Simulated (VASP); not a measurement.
Here is a VASP 6.6.1 calculation.

The input INCAR:

```
SYSTEM = Ir
PREC = Accurate ; ENCUT = 560
EDIFF = 1E-6 ; ISMEAR = -1
SIGMA = 0.1 ; LREAL = .FALSE.
LASPH = .TRUE. ; NELM = 120
ALGO = Normal ; ISIF = 2
LWAVE = .FALSE. ; LCHARG = .FALSE.
NBANDS = 14 ; GGA_COMPAT = .FALSE.
```

File KPOINTS:

```
regular mesh
0
G
  16 16 16
  0 0 0
```

File POSCAR:

```
Ir
1.0
   -1.5701416188      1.5701416188      1.5701416188
    1.5701416188     -1.5701416188      1.5701416188
    1.5701416188      1.5701416188     -1.5701416188
Ir
1
Direct
    0.0000000000      0.0000000000      0.0000000000
```

Potentials or basis: VASP PAW LDA potentials, release 64 (Ir_sv_GW).

The run is started by

```sh
$ cat potpaw_LDA.64/Ir_sv_GW/POTCAR > POTCAR
$ mpirun -np 1 vasp_std > vasp.out
```

**Question.** Predict the pressure.

**Answer.** -23.3 GPa.

**Question.** Estimate the band gap on the k mesh.

**Answer.** Zero (an odd number of electrons rules out a gap without spin polarisation).

Caveat: the cell stands under tension; spin-orbit coupling is left out, which moves the levels of the heavy elements.
